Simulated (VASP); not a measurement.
Wanted: the native input for a VASP 6.6.1 run.

| Property | Result |
| --- | --- |
| Task | single point |
| Functional | PBE |
| Potentials or basis | VASP PAW PBE potentials, release 64 (Ga_d, P, As) |
| Cutoff | 520 eV |
| k mesh | 4 × 4 × 4 |
| Occupations | gaussian, width 0.1 eV |
| Spin | no spin polarisation |
| Dipole correction | no |
| Further INCAR settings | ALGO = Normal; EDIFF = 1e-06; NBANDS = 46 |

The structure of Ga4AsP3 lies in POSCAR:

```
Ga4AsP3
1.0
    5.5601660906      0.0000000000      0.0000000000
    0.0000000000      5.5601660906      0.0000000000
    0.0000000000      0.0000000000      5.5601660906
Ga P As
4 3 1
Direct
    0.7541368987      0.7541368987      0.2458631013
    0.7541368987      0.2458631013      0.7541368987
    0.2458631013      0.7541368987      0.7541368987
    0.2458631013      0.2458631013      0.2458631013
    0.5000000000      0.0000000000      0.0000000000
    0.0000000000      0.5000000000      0.0000000000
    0.0000000000      0.0000000000      0.5000000000
    0.5000000000      0.5000000000      0.5000000000
```

One way to write it, as run:

INCAR

```
SYSTEM = Ga4AsP3
ALGO = Normal
EDIFF = 1E-6
ENCUT = 520
GGA = PE
ISIF = 2
ISMEAR = 0
LASPH = .TRUE.
LCHARG = .FALSE.
LREAL = .FALSE.
LWAVE = .FALSE.
NBANDS = 46
NELM = 80
PREC = Accurate
SIGMA = 0.1
```

KPOINTS

```
k-points
0
G
  4 4 4
  0 0 0
```

Potentials or basis: VASP PAW PBE potentials, release 64 (Ga_d, P, As).

Command:

```bash
$ cat potpaw_PBE.64/Ga_d/POTCAR potpaw_PBE.64/P/POTCAR potpaw_PBE.64/As/POTCAR > POTCAR
$ mpirun -np 1 vasp_std > vasp.out
```

It gave:

| Item | Value |
| --- | --- |
| Pressure | 0.2 GPa |
| Largest force | 0.055 eV/Å |
| Band gap on the k mesh | 1.18 eV |

It took 2.5 min on 1 thread of Intel Xeon 8259CL (shared host), peak memory 0.28 GiB.
